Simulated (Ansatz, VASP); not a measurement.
## Cr in VASP and in Ansatz

```
Cr
1.0
     2.88128    0.00000    0.00000
    -1.44064    2.49526    0.00000
     0.00000    0.00000    7.84738
Cr
4
Cartesian
  0.0000 0.0000 1.9618
  0.0000 0.0000 5.8855
  0.0000 1.6635 5.8855
  1.4406 0.8318 1.9618
```

Alike in both runs: task relaxation of cell and atoms; functional PBE; k mesh 6 × 6 × 2; occupations gaussian, width 0.1 eV; no spin polarisation.

|  | VASP | Ansatz |
| --- | --- | --- |
| version | VASP 6.6.1 | Ansatz 0.2.0 |
| potentials or method | VASP PAW PBE potentials, release 64 (Cr_pv), cutoff 600 eV | scalar-relativistic, plane waves, PAW |
| valence electrons in the cell | 48 | 56 |

```tsv
	VASP	Ansatz	Ansatz less VASP
gap on the k mesh at the Fermi level, each at its own relaxed structure (eV)	none	none	-
relaxed volume (Å³/atom)	13.84	13.87	+0.031
relaxed cell length with the largest relative difference (Å)	3.797	3.803	+0.0065
```

A gap of «none» marks a metal or a gap that the smearing closes. VASP's potentials hold 48 valence electrons a cell and Ansatz's 56, so a difference there can come from the potentials and not from the codes.

The k mesh is coarse, so the values compare programs but aren't converged.
